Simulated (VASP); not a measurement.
# C (C2/m) in VASP: further runs

Runs on C. Level: PBE+D3(BJ). Tasks: single point.

Program: VASP 6.6.1. These are calculated values, not measurements. Logs are shortened: lines on timing, memory, paths and dates and some standing lists are left out, and cuts for length are marked.

### Step 1. The cell of the first run

Symmetry: C2/m, No. 12, monoclinic system. The conventional cell has a = 4.269 Å, b = 2.465 Å, c = 3.650 Å, α = 90.00°, β = 112.95°, γ = 90.00°. Within 1.8 Å of C (site symmetry m) lie 3 C at 1.35 to 1.48 Å.

### Step 2. Single point, PBE+D3(BJ) (atoms displaced along several vibrational modes)

INCAR

```
SYSTEM = C
PREC = Accurate ; ENCUT = 520
EDIFF = 1E-6 ; ISMEAR = 0
SIGMA = 0.05 ; LREAL = .FALSE.
LASPH = .TRUE. ; NELM = 100
ALGO = Normal ; ISIF = 2
LWAVE = .FALSE. ; LCHARG = .FALSE.
GGA = PE ; IVDW = 12
NBANDS = 11
```

KPOINTS

```
Automatic mesh
0
G
  15 15 15
  0 0 0
```

POSCAR

```
C
1.0
    1.2324984681      0.7115833223      3.3613878357
   -1.2324984681      0.7115833223      3.3613878357
    0.0000000000     -1.4231666447      3.3613878357
C
2
Direct
    0.1466349971      0.1466349971      0.1782546252
    0.8533650029      0.8533650029      0.8217453748
```

Potentials or basis: VASP PAW PBE potentials, release 64 (C).

Launch:

```console
> cat potpaw_PBE.64/C/POTCAR > POTCAR
> mpirun -np 1 vasp_std > vasp.out
```

OUTCAR:

```text
SYSTEM = C
   PREC = Accurate
   ENCUT = 520
   EDIFF = 1E-6
   ISMEAR = 0
   LREAL = .FALSE.
   LASPH = .TRUE.
   NELM = 100
   ISIF = 2
   GGA = PE
   IVDW = 12
 IVDW          = 12

 ion  position               nearest neighbor table
   1  0.147  0.147  0.178-   2 1.35   2 1.48   2 1.48
   2  0.853  0.853  0.822-   1 1.35   1 1.48   1 1.48

  LATTYP: Found a trigonal (rhomboedric) cell.
 ALAT       =     3.6502508791
 COS(alpha) =     0.7719881893

  Lattice vectors:

 A1 = (   1.2324984681,   0.7115833223,   3.3613878357)
 A2 = (  -1.2324984681,   0.7115833223,   3.3613878357)
 A3 = (   0.0000000000,  -1.4231666447,   3.3613878357)

Analysis of symmetry for initial positions (statically):
=====================================================================
 Subroutine PRICEL returns:
 Original cell was already a primitive cell.

 Routine SETGRP: Setting up the symmetry group for a
 trigonal (rhombohedral) supercell.

 Subroutine GETGRP returns: Found  4 space group operations
 (whereof  4 operations were pure point group operations)
 out of a pool of 12 trial point group operations.

The static configuration has the point symmetry C_2h.

Analysis of symmetry for dynamics (positions and initial velocities):
=====================================================================
 Subroutine PRICEL returns:
 Original cell was already a primitive cell.

 Routine SETGRP: Setting up the symmetry group for a
 trigonal (rhombohedral) supercell.

 Subroutine GETGRP returns: Found  4 space group operations
 (whereof  4 operations were pure point group operations)
 out of a pool of 12 trial point group operations.

The dynamic configuration has the point symmetry C_2h.

 Subroutine INISYM returns: Found  4 space group operations
 (whereof  4 operations are pure point group operations),
 and found     1 'primitive' translations

----------------------------------------------------------------------------------------

                                     Primitive cell

  volume of cell :      17.6881

  direct lattice vectors                    reciprocal lattice vectors
     1.232498468  0.711583322  3.361387836     0.405680017  0.234219467  0.099165389
    -1.232498468  0.711583322  3.361387836    -0.405680017  0.234219467  0.099165389
     0.000000000 -1.423166645  3.361387836     0.000000000 -0.468438935  0.099165389

  length of vectors
     3.650250879  3.650250879  3.650250879     0.478820227  0.478820227  0.478820227

  position of ions in fractional coordinates (direct lattice)
     0.146634997  0.146634997  0.178254625
     0.853365003  0.853365003  0.821745375

  ion indices of the primitive-cell ions
   primitive index   ion index
                 1           1
                 2           2

----------------------------------------------------------------------------------------

 KPOINTS: Automatic mesh

Automatic generation of k-mesh.
 Grid dimensions read from file:
 generate k-points for:   15   15   15

 Generating k-lattice:

  Cartesian coordinates                     Fractional coordinates (reciprocal lattice)
     0.027045334  0.015614631  0.006611026     0.066666667  0.000000000  0.000000000
    -0.027045334  0.015614631  0.006611026     0.000000000  0.066666667  0.000000000
     0.000000000 -0.031229262  0.006611026     0.000000000  0.000000000  0.066666667

  Length of vectors
     0.031921348  0.031921348  0.031921348

  Shift w.r.t. Gamma in fractional coordinates (k-lattice)
     0.000000000  0.000000000  0.000000000

 Subroutine IBZKPT returns following result:
 ===========================================

 Found    904 irreducible k-points:

 Following reciprocal coordinates:
            Coordinates               Weight
  0.000000  0.000000  0.000000      1.000000
  0.066667 -0.000000  0.000000      4.000000
  0.000000  0.000000  0.066667      2.000000
  0.133333  0.000000  0.000000      4.000000
  0.000000  0.000000  0.133333      2.000000
  0.200000  0.000000 -0.000000      4.000000
[... 16 lines left out ...]
  0.066667  0.000000  0.200000      4.000000
  0.266667  0.066667  0.000000      4.000000
 [... further k-points ...]
   k-points           NKPTS =    904   k-points in BZ     NKDIM =    904   number of bands    NBANDS=     11
   number of dos      NEDOS =    301   number of ions     NIONS =      2
   total plane-waves  NPLWV =  21952
   dimension x,y,z NGX =    28 NGY =   28 NGZ =   28
   dimension x,y,z NGXF=    56 NGYF=   56 NGZF=   56
   ions per type =               2
   NGX,Y,Z   is equivalent  to a cutoff of  12.75, 12.75, 12.75 a.u.
   NGXF,Y,Z  is equivalent  to a cutoff of  25.50, 25.50, 25.50 a.u.
 SYSTEM =  C
   PREC   = accura    normal or accurate (medium, high low for compatibility)
   ISTART =      0    job   : 0-new  1-cont  2-samecut
   ICHARG =      2    charge: 1-file 2-atom 10-const
   ISPIN  =      1    spin polarized calculation?
   LNONCOLLINEAR =      F non collinear calculations
   LSORBIT =      F    spin-orbit coupling
   LASPH  =      T    aspherical Exc in radial PAW
   ENCUT  =  520.0 eV  38.22 Ry    6.18 a.u.   6.79  6.79  6.79*2*pi/ulx,y,z
   NELM   =    100;   NELMIN=  2; NELMDL= -5     # of ELM steps
   EDIFF  = 0.1E-05   stopping-criterion for ELM
   LREAL  =      F    real-space projection
   EDIFFG = 0.1E-04   stopping-criterion for IOM
   NSW    =      0    number of steps for IOM
   IBRION =     -1    ionic relax: 0-MD 1-quasi-New 2-CG
   NFREE  =      0    steps in history (QN), initial steepest desc. (CG)
   ISIF   =      2    stress and relaxation
   ISYM   =      2    0-nonsym 1-usesym 2-fastsym
   POTIM  = 0.5000    time-step for ionic-motion
   TEBEG  =    0.0;   TEEND  =   0.0 temperature during run
   PSTRESS=    0.0 pullay stress
   NELECT =       8.0000    total number of electrons
   NUPDOWN=      -1.0000    fix difference up-down
   EMIN   =  10.00;   EMAX   =-10.00  energy-range for DOS
   EFERMI =   0.00;   METHOD = LEGACY
   ISMEAR =     0;   SIGMA  =   0.05  broadening in eV -4-tet -1-fermi 0-gaus
   EFERMI_NEDOS =   21; number of points for ismear=-14 and -15
   IALGO  =     38    algorithm
   IMIX   =      4    mixing-type and parameters
     AMIX     =   0.40;   BMIX     =  1.00
     AMIX_MAG =   1.60;   BMIX_MAG =  1.00
  volume/ion in A,a.u.               =       8.84        59.68
  Fermi-wavevector in a.u.,A,eV,Ry     =   1.256640  2.374705 21.485554  1.579144
  Thomas-Fermi vector in A             =   2.390338
   LORBIT       =      0    0 simple, 1 ext, 2 COOP (PROOUT), +10 PAW based schemes
   GGA     = PE    functional components
   LHFCALC =     F    Hartree Fock is set to
   AEXX    =    0.0000 exact exchange contribution
   IVDW    =    12    specifies the selected vdW correction
   LEPSILON=     F    determine dielectric tensor
   LRPA    =     F    only Hartree local field effects (RPA)
 non-spin polarized calculation
 Gauss-broadening in eV      SIGMA  =   0.05
  energy-cutoff  :      520.00
  volume of cell :       17.69
 maximum number of plane-waves:       490
   NGX = 13   NGY = 13   NGZ = 13

 number of electron       8.0000000 magnetization

 Free energy of the ion-electron system (eV)
  ---------------------------------------------------
  ext. energy  EPLUGINS =         0.00000000
  ---------------------------------------------------
  free energy    TOTEN  =       -17.90638922 eV

  energy without entropy =      -17.90637025  energy(sigma->0) =      -17.90637974

 E-fermi :   4.5533     XC(G=0): -10.3497

 val. band max:        4.4977558049   @ k =   0.3333   0.0667  -0.2667
 cond. band min:       4.5988595924   @ k =  -0.3333   0.3333   0.0000
 fundamental gap:      0.1011037875
 Fermi energy:         4.5533378476

 k-point     1 :       0.0000    0.0000    0.0000
  band No.  band energies     occupation
      1     -14.9214      2.00000
      2      -1.7839      2.00000
      3       0.7278      2.00000
      4       3.3102      2.00000
      5       8.1294      0.00000
      6      11.2999      0.00000
      7      14.5080      0.00000
      8      16.6231      0.00000
      9      17.3784      0.00000
     10      27.3114      0.00000
     11      30.2214      0.00000

 k-point     2 :       0.0667   -0.0000    0.0000
  band No.  band energies     occupation
      1     -14.8133      2.00000
      2      -1.6831      2.00000
      3       0.4959      2.00000
      4       2.8588      2.00000
      5       8.2470      0.00000
      6      11.4696      0.00000
      7      14.9157      0.00000
      8      16.3270      0.00000
      9      17.5112      0.00000
     10      27.6134      0.00000
     11      29.2781      0.00000

 k-point     3 :       0.0000    0.0000    0.0667
  band No.  band energies     occupation
      1     -14.8149      2.00000
      2      -1.6795      2.00000
      3       0.3831      2.00000
      4       2.9802      2.00000
      5       8.2565      0.00000
      6      11.8442      0.00000
      7      14.3581      0.00000
      8      16.2747      0.00000
      9      17.6380      0.00000
     10      27.6091      0.00000
     11      30.1169      0.00000

 k-point     4 :       0.1333    0.0000    0.0000
  band No.  band energies     occupation
      1     -14.4900      2.00000
      2      -1.3909      2.00000
      3      -0.1708      2.00000
      4       1.7762      2.00000
      5       8.5836      0.00000
      6      11.7962      0.00000
      7      15.3757      0.00000
      8      16.1464      0.00000
      9      17.9797      0.00000
     10      27.3314      0.00000
     11      28.4005      0.00000
[... 239 lines left out ...]
 k-point    22 :      -0.2000    0.0000   -0.0667
  band No.  band energies     occupation
      1     -14.1536      2.00000
      2      -1.2173      2.00000
      3      -0.6129      2.00000
      4       0.7406      2.00000
      5       9.0616      0.00000
      6      11.8308      0.00000
      7      14.9095      0.00000
      8      17.2519      0.00000
      9      18.3466      0.00000
     10      25.5170      0.00000
     11      28.9197      0.00000

 k-point    23 :       0.0667    0.0000    0.2000
  band No.  band energies     occupation
      1     -14.1658      2.00000
      2      -1.4544      2.00000
      3      -0.9936      2.00000
      4       1.4506      2.00000
      5       9.1327      0.00000
      6      13.7873      0.00000
      7      14.0195      0.00000
      8      14.9584      0.00000
      9      18.9391      0.00000
     10      26.2032      0.00000
     11      28.9092      0.00000

 k-point    24 :       0.2667    0.0667    0.0000
  band No.  band energies     occupation
      1     -13.5210      2.00000
      2      -2.3396      2.00000
      3      -0.5017      2.00000
      4      -0.0125      2.00000
      5       9.3821      0.00000
      6      12.7187      0.00000
      7      13.8383      0.00000
      8      17.4717      0.00000
      9      19.8900      0.00000
     10      24.4527      0.00000
     11      27.7671      0.00000

 [... further k-points ...]

------------------------ aborting loop because EDIFF is reached ----------------------------------------

 Edisp (eV)   -0.31253

 E8    (eV) :    -0.0886

  FORCE on cell =-STRESS in cart. coord.  units (eV):
  Direction    XX          YY          ZZ          XY          YZ          ZX
  --------------------------------------------------------------------------------------
  -------------------------------------------------------------------------------------
  Total      -0.30413     1.64202    -0.65614     0.00000    -0.94827     0.00000
  in kB     -27.54810   148.73330   -59.43248     0.00000   -85.89390     0.00000
  external pressure =       20.58 kB  Pullay stress =        0.00 kB

 VOLUME and BASIS-vectors are now :
 -----------------------------------------------------------------------------
  energy-cutoff  :      520.00
  volume of cell :       17.69
      direct lattice vectors                 reciprocal lattice vectors
     1.232498468  0.711583322  3.361387836     0.405680017  0.234219467  0.099165389
    -1.232498468  0.711583322  3.361387836    -0.405680017  0.234219467  0.099165389
     0.000000000 -1.423166645  3.361387836     0.000000000 -0.468438935  0.099165389

 POSITION                                       TOTAL-FORCE (eV/Angst)
 -----------------------------------------------------------------------------------
      0.00000     -0.04500      1.58498         0.000000      4.984889      2.970900
      0.00000      0.04500      8.49919         0.000000     -4.984889     -2.970900
 -----------------------------------------------------------------------------------
    total drift:                                0.000000     -0.000000      0.000000

  FREE ENERGIE OF THE ION-ELECTRON SYSTEM (eV)
  ---------------------------------------------------
  free  energy   TOTEN  =       -18.2189213937 eV

  energy  without entropy=      -18.2189024267  energy(sigma->0) =      -18.21891191
```

It took 4 min on 1 thread of AMD EPYC 7R13, shared host; peak memory 0.28 GiB.

What came out:

```
Free energy                : -18.2189 eV
Pressure                   : 2.1 GPa
Largest force              : 5.803 eV/Å
Dispersion energy per atom : -0.156 eV
```

Forces in eV/Å, atoms in the order of the input:
```
C    0.000  4.985  2.971
C    0.000 -4.985 -2.971
```

Caveat: the cell differs from its parent crystal (atoms displaced along several vibrational modes); the stress differs along the axes, from -6 to 15 GPa; forces of over 1 eV/Å act on the atoms, so gaps and moduli don't describe the material at rest.

### Step 3. Single point, PBE+D3(BJ) (atoms displaced along several vibrational modes)

INCAR

```
SYSTEM = C
PREC = Accurate ; ENCUT = 520
EDIFF = 1E-6 ; ISMEAR = 0
SIGMA = 0.05 ; LREAL = .False.
LASPH = .True. ; NELM = 60
ALGO = Normal ; ISIF = 2
LWAVE = .False. ; LCHARG = .True.
GGA = PE ; IVDW = 12
LELF = .True. ; LVHAR = .True.
NBANDS = 11
```

KPOINTS

```
regular mesh
0
Gamma
  15 15 15
  0 0 0
```

POSCAR

```
C
1.0
    1.2324984681      0.7115833223      3.3613878357
   -1.2324984681      0.7115833223      3.3613878357
    0.0000000000     -1.4231666447      3.3613878357
C
2
Direct
    0.1771354611      0.1771354611      0.1455158330
    0.8228645389      0.8228645389      0.8544841670
```

Potentials or basis: VASP PAW PBE potentials, release 64 (C).

Launch:

```console
> cat potpaw_PBE.64/C/POTCAR > POTCAR
> mpirun -np 1 vasp_std > vasp.out
```

OUTCAR:

```text
SYSTEM = C
   PREC = Accurate
   ENCUT = 520
   EDIFF = 1E-6
   ISMEAR = 0
   LREAL = .False.
   LASPH = .True.
   NELM = 60
   ISIF = 2
   GGA = PE
   IVDW = 12
 IVDW          = 12

 ion  position               nearest neighbor table
   1  0.177  0.177  0.146-   2 1.38   2 1.38   2 1.51
   2  0.823  0.823  0.854-   1 1.38   1 1.38   1 1.51

  LATTYP: Found a trigonal (rhomboedric) cell.
 ALAT       =     3.6502508791
 COS(alpha) =     0.7719881893

  Lattice vectors:

[... 520 lines left out ...]

 [... further k-points ...]

------------------------ aborting loop because EDIFF is reached ----------------------------------------

 Edisp (eV)   -0.31221

 E8    (eV) :    -0.0884

  FORCE on cell =-STRESS in cart. coord.  units (eV):
  Direction    XX          YY          ZZ          XY          YZ          ZX
  --------------------------------------------------------------------------------------
  -------------------------------------------------------------------------------------
  Total       1.57154    -0.34854     0.00635     0.00000     0.00667     0.00000
  in kB     142.34852   -31.57010     0.57477     0.00000     0.60385     0.00000
  external pressure =       37.12 kB  Pullay stress =        0.00 kB

 VOLUME and BASIS-vectors are now :
 -----------------------------------------------------------------------------
  energy-cutoff  :      520.00
  volume of cell :       17.69
      direct lattice vectors                 reciprocal lattice vectors
     1.232498468  0.711583322  3.361387836     0.405680017  0.234219467  0.099165389
    -1.232498468  0.711583322  3.361387836    -0.405680017  0.234219467  0.099165389
     0.000000000 -1.423166645  3.361387836     0.000000000 -0.468438935  0.099165389

 POSITION                                       TOTAL-FORCE (eV/Angst)
 -----------------------------------------------------------------------------------
      0.00000      0.04500      1.67998         0.000000     -4.304006      0.009156
      0.00000     -0.04500      8.40419         0.000000      4.304006     -0.009156
 -----------------------------------------------------------------------------------
    total drift:                                0.000000      0.000000      0.000000

  FREE ENERGIE OF THE ION-ELECTRON SYSTEM (eV)
  ---------------------------------------------------
  free  energy   TOTEN  =       -18.5334576397 eV

  energy  without entropy=      -18.5334576397  energy(sigma->0) =      -18.53345764
```

OSZICAR:

```text
N       E                     dE             d eps       ncg     rms          rms(c)
DAV:   1     0.631487000960E+01    0.63149E+01   -0.45448E+03 20395   0.663E+02
DAV:   2    -0.188398984851E+02   -0.25155E+02   -0.23936E+02 26147   0.131E+02
DAV:   3    -0.194407478150E+02   -0.60085E+00   -0.59969E+00 25038   0.170E+01
DAV:   4    -0.194429918870E+02   -0.22441E-02   -0.22439E-02 23090   0.127E+00
DAV:   5    -0.194430009617E+02   -0.90748E-05   -0.90746E-05 25314   0.743E-02    0.642E+00
DAV:   6    -0.185109528315E+02    0.93205E+00   -0.80284E-01 23204   0.523E+00    0.373E+00
DAV:   7    -0.182177984010E+02    0.29315E+00   -0.89249E-01 23988   0.556E+00    0.105E+00
DAV:   8    -0.182213575117E+02   -0.35591E-02   -0.20449E-02 22342   0.927E-01    0.111E-01
DAV:   9    -0.182211701269E+02    0.18738E-03   -0.59557E-04 24266   0.161E-01    0.539E-02
DAV:  10    -0.182212433954E+02   -0.73268E-04   -0.12172E-04 22554   0.792E-02    0.271E-02
DAV:  11    -0.182212455030E+02   -0.21076E-05   -0.82624E-06 24246   0.180E-02    0.310E-03
DAV:  12    -0.182212457678E+02   -0.26471E-06   -0.55101E-07 22501   0.588E-03
   1 F= -.18533458E+02 E0= -.18533458E+02  d E =-.172882E-11
```

stdout:

```text
POSCAR found type information on POSCAR C
 POSCAR found :  1 types and       2 ions
 scaLAPACK will be used
 LDA part: xc-table for (Slater+PW92), standard interpolation
 POSCAR, INCAR and KPOINTS ok, starting setup
 FFT: planning ... GRIDC
 FFT: planning ... GRID_SOFT
 FFT: planning ... GRID
 WAVECAR not read
 entering main loop
```

It took 4.1 min on 1 thread of AMD EPYC 7R13, shared host; peak memory 0.28 GiB.

What came out:

- Free energy: -18.5335 eV
- Pressure: 3.7 GPa
- Largest force: 4.304 eV/Å
- Dispersion energy per atom: -0.156 eV

Forces on the atoms (eV/Å):
```
C    0.000 -4.304  0.009
C    0.000  4.304 -0.009
```

Stress tensor (GPa, compression positive):
```
14.23  0.00  0.00
 0.00 -3.16  0.06
 0.00  0.06  0.06
```

Caveat: the cell differs from its parent crystal (atoms displaced along several vibrational modes); the stress differs along the axes, from -3 to 14 GPa; forces of over 1 eV/Å act on the atoms, so gaps and moduli don't describe the material at rest.
